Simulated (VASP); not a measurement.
# SnO2: single point with r2SCAN

SnO2:

```
CELL_PARAMETERS angstrom
4.55373 -0.22780 -0.30590
-0.22780 5.32333 0.04344
-0.20567 0.02921 2.91765
ATOMIC_POSITIONS crystal
Sn 0.97139 0.98174 0.97664
Sn 0.52269 0.48439 0.47124
O 0.34679 0.31287 0.03882
O 0.18277 0.82079 0.49403
O 0.69181 0.67320 0.99667
O 0.78454 0.22701 0.52260
```

This cell differs from its parent crystal: atoms moved at random and the cell strained at random.

```yaml
Program: VASP 6.6.1
Task: single point
Functional: r2SCAN
Potentials_or_basis: VASP PAW PBE potentials, release 64 (Sn_d, O)
Cutoff: 520 eV
k_mesh: 6 × 6 × 8
Occupations: gaussian, width 0.05 eV
Spin: no spin polarisation
```

```yaml
Pressure: 41.8 GPa
Largest_force: 15.359 eV/Å
Band_gap_on_the_k_mesh: 2.09 eV
```

Forces in eV/Å, atoms in the order of the input:
```
Sn    1.186   3.354  -0.736
Sn    0.561   5.660  10.108
O    -8.264  -7.629 -10.460
O     0.633  -0.166   1.569
O     1.713   3.463  -0.591
O     4.172  -4.682   0.109
```

Stress tensor (GPa, compression positive):
```
30.09 19.17 24.79
19.17 23.43 13.91
24.79 13.91 71.83
```

Levels at points of the mesh, in eV from the valence-band top:
```csv
k point,band 23,band 24,band 25,band 26,band 27,band 28,band 29,band 30
"(0.00, 0.00, 0.00)",-1.27,-0.92,-0.76,0.00,2.09,6.88,7.32,8.48
"(0.50, 0.00, 0.00)",-1.48,-1.34,-1.08,-0.81,4.20,5.32,8.21,8.40
"(0.00, 0.50, 0.00)",-1.30,-1.14,-0.85,-0.08,4.16,5.45,7.81,8.70
"(0.50, 0.50, 0.00)",-1.50,-1.13,-1.10,-0.86,4.68,6.13,7.58,8.47
"(0.00, 0.00, 0.50)",-2.42,-1.76,-1.45,-1.10,5.55,7.26,8.03,10.18
"(0.50, 0.00, 0.50)",-1.50,-1.30,-0.84,-0.33,5.78,6.29,8.48,8.70
"(0.00, 0.50, 0.50)",-1.76,-1.40,-1.19,-1.06,5.78,6.25,7.72,8.78
"(0.50, 0.50, 0.50)",-2.22,-1.51,-0.99,-0.44,4.70,5.61,8.33,8.97
```

Wall time 6.8 min on 1 thread of Intel(R) Xeon(R) 6975P-C (Granite Rapids), with other jobs on the host, peak memory 0.38 GiB.

Caveat: the cell differs from its parent crystal (atoms moved at random and the cell strained at random); the stress differs along the axes, from 23 to 72 GPa; the PAW data sets were made with another functional, which shifts forces and pressure a little; spin-orbit coupling is left out, which moves the levels of the heavy elements. A k mesh can miss the band edges.
